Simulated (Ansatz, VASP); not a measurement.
Two plane-wave programs on PbSe

```
Pb Se
1.0
     3.76184    0.00000    0.00000
     0.00000    3.76184    0.00000
     0.00000    0.00000    3.76184
Pb Se
1 1
Cartesian
  0.0000 0.0000 0.0000
  1.8809 1.8809 1.8809
```

Alike in both runs: task single point; functional PBEsol; k mesh 12 × 12 × 12; occupations gaussian, width 0.1 eV; no spin polarisation.

```csv
,VASP,Ansatz
version,VASP 6.6.1,Ansatz 0.2.0
potentials or method,"VASP PAW PBE potentials, release 64 (Pb_d, Se), cutoff 520 eV","scalar-relativistic, plane waves, PAW"
valence electrons in the cell,20,30
```

|  | VASP | Ansatz | Ansatz less VASP |
| --- | --- | --- | --- |
| gap on the k mesh at the Fermi level (eV) | none | none | - |
| pressure (GPa) | -2.4 | -2.4 | +0.01 |

VASP's potentials were made for PBE, not for PBEsol. A gap of «none» marks a metal or a gap that the smearing closes. VASP's potentials hold 20 valence electrons a cell and Ansatz's 30, so a difference there can come from the potentials and not from the codes.

Spin-orbit coupling is off throughout.
